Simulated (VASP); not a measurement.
Here is a VASP 6.6.1 calculation.

The input INCAR:

```
SYSTEM = Co
PREC = Accurate
ENCUT = 520
EDIFF = 1E-7
ISMEAR = -1
SIGMA = 0.05
LREAL = .False.
LASPH = .True.
NELM = 150
ALGO = Normal
ISIF = 2
LWAVE = .False.
LCHARG = .False.
ISPIN = 2
MAGMOM = 2
LORBIT = 11
LMAXMIX = 4
GGA = PE
NBANDS = 14
```

KPOINTS

```
regular mesh
0
Gamma
  13 13 13
  0 0 0
```

The input POSCAR:

```
Co
1.0
    0.0000000000      1.7911102415      1.7911102415
    1.7911102415      0.0000000000      1.7911102415
    1.7911102415      1.7911102415      0.0000000000
Co
1
Direct
    0.0000000000      0.0000000000      0.0000000000
```

Potentials or basis: VASP PAW PBE potentials, release 64 (Co).

Launch:

```bash
$ cat potpaw_PBE.64/Co/POTCAR > POTCAR
$ mpirun -np 1 vasp_std > vasp.out
```

Task: Predict the net moment.

Result: 1.64 μB per cell.

Task: Predict the site moments.

Result: Co +1.67 μB.

Caveat: the cell stands under tension.
